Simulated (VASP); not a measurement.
**CO2: relaxation of the atoms with PBE**

CO2:

```
CELL_PARAMETERS angstrom
5.49420 0.00000 0.00000
0.00000 5.49420 0.00000
0.00000 0.00000 5.49420
ATOMIC_POSITIONS crystal
C 0.00000 0.00000 0.00000
C 0.50000 0.00000 0.50000
C 0.50000 0.50000 0.00000
C 0.00000 0.50000 0.50000
O 0.12070 0.12070 0.12070
O 0.37930 0.87930 0.62070
O 0.62070 0.37930 0.87930
O 0.87930 0.62070 0.37930
O 0.87930 0.87930 0.87930
O 0.62070 0.12070 0.37930
O 0.37930 0.62070 0.12070
O 0.12070 0.37930 0.62070
```

```yaml
Program: VASP 6.6.1
Task: relaxation of the atoms
Functional: PBE
Potentials_or_basis: VASP PAW PBE potentials, release 64 (C, O)
Cutoff: 520 eV
k_mesh: 5 × 5 × 5
Occupations: fermi-dirac, width 0.02 eV
Spin: no spin polarisation
Dipole_correction: no
Further_INCAR_settings: ALGO = Normal; EDIFF = 1e-06; IBRION = 2; EDIFFG = -0.02; NSW = 80
```

```
Energy gained by relaxing    : 23.2 meV/atom
Ionic steps                  : 4
Pressure after relaxing      : 2.0 GPa
Largest force after relaxing : 0.004 eV/Å
Band gap on the k mesh       : 6.78 eV
```

Forces on the atoms (eV/Å):
```
C    0.000  0.000  0.000
C    0.000  0.000  0.000
C    0.000  0.000  0.000
C    0.000  0.000  0.000
O   -0.002 -0.002 -0.002
O    0.002  0.002 -0.002
O   -0.002  0.002  0.002
O    0.002 -0.002  0.002
O    0.002  0.002  0.002
O   -0.002 -0.002  0.002
O    0.002 -0.002 -0.002
O   -0.002  0.002 -0.002
```

The path:
```tsv
step	energy change (eV)	largest force (eV/Å)	pressure (GPa)
1	0.0000	2.8561	10.16
2	3.8104	7.9315	-23.26
3	-0.2785	0.0685	1.78
4	-0.2787	0.0038	1.96
```

Final structure:
```xyz
12
Lattice="5.4942 0.0000 0.0000 0.0000 5.4942 0.0000 0.0000 0.0000 5.4942" Properties=species:S:1:pos:R:3 pbc="T T T"
C     0.0000    0.0000    0.0000
C     2.7471    0.0000    2.7471
C     2.7471    2.7471    0.0000
C     0.0000    2.7471    2.7471
O     0.6777    0.6777    0.6777
O     2.0694    4.8165    3.4248
O     3.4248    2.0694    4.8165
O     4.8165    3.4248    2.0694
O     4.8165    4.8165    4.8165
O     3.4248    0.6777    2.0694
O     2.0694    3.4248    0.6777
O     0.6777    2.0694    3.4248
```

Levels at points of the mesh, in eV from the valence-band top:
| k point | band 30 | band 31 | band 32 | band 33 | band 34 | band 35 |
| --- | --- | --- | --- | --- | --- | --- |
| (0.00, 0.00, 0.00) | -0.23 | 0.00 | 0.00 | 6.78 | 7.83 | 7.83 |

Wall time 64 s on 1 × NVIDIA H100 80GB with 1 thread of AMD EPYC 7R13 Processor (Zen 3), on a shared host, peak memory 1.3 GiB.

Caveat: this functional lacks dispersion, which holds the molecules together, so the pressure and a relaxed volume are unreliable; an odd mesh through Γ misses points on the zone boundary, where band edges can lie.
